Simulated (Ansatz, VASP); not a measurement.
**Au in VASP and in Ansatz**

Contents of INCAR:

```
PREC = Accurate
ENCUT = 600
EDIFF = 1E-6
ISMEAR = -1
SIGMA = 0.15
LREAL = False
LASPH = True
NELM = 80
ALGO = Normal
ISIF = 3
LWAVE = False
LCHARG = False
GGA = CA
IBRION = 2
NSW = 80
EDIFFG = -0.001
```

The input KPOINTS:

```
Automatic mesh
0
Gamma
  14 14 14
```

The input POSCAR:

```
Au
1.0
    0.0000000000      2.0238288612      2.0238288612
    2.0238288612      0.0000000000      2.0238288612
    2.0238288612      2.0238288612      0.0000000000
Au
1
Direct
    0.0000000000      0.0000000000      0.0000000000
```

Input for Ansatz:

```yaml
crystal:
  lattice:
    - [0.0, 2.0238288612, 2.0238288612]
    - [2.0238288612, 0.0, 2.0238288612]
    - [2.0238288612, 2.0238288612, 0.0]
  atoms:
    - { symbol: Au, position: [0.0, 0.0, 0.0] }
basis:
  ecutwfc: 420
kpoints:
  mp_grid: { grid: [14, 14, 14] }
hamiltonian:
  xc: lda
  pseudopotentials: { kind: paw, azcp: { folder: soft_1 } }
scf:
  occupations: { method: fermi_dirac, width: 0.15 }
output:
  forces: true
  stress: true
  eigenvalues: true
  write_density: true
  write_potential: true
  elf: true
  volumetric_format: npy
relax:
  adjacent_minimum: "off"
  f_tol: 0.001
  max_steps: 60
  cell: { stress_tol: 0.01 }
```

Alike in both runs: task relaxation of cell and atoms; functional LDA; k mesh 14 × 14 × 14; occupations fermi-dirac, width 0.15 eV; no spin polarisation.

|  | VASP | Ansatz |
| --- | --- | --- |
| version | VASP 6.6.1 | Ansatz 0.2.0 |
| potentials or method | VASP PAW LDA potentials, release 64 (Au), cutoff 600 eV | scalar-relativistic, plane waves, PAW |
| valence electrons in the cell | 11 | 19 |

|  | VASP | Ansatz | Ansatz less VASP |
| --- | --- | --- | --- |
| gap on the k mesh at the Fermi level, each at its own relaxed structure (eV) | none | none | - |
| relaxed volume (Å³/atom) | 16.63 | 16.58 | -0.049 |
| relaxed cell length with the largest relative difference (Å) | 2.865 | 2.862 | -0.0028 |

Ansatz warns that its potentials were made for another functional, while VASP's fit it. LDA's correlation is that of Perdew and Zunger in VASP and of Perdew and Wang (1992) in Ansatz. A gap of «none» marks a metal or a gap that the smearing closes. VASP's potentials hold 11 valence electrons a cell and Ansatz's 19, so a difference there can come from the potentials and not from the codes.

Spin-orbit coupling is off throughout.
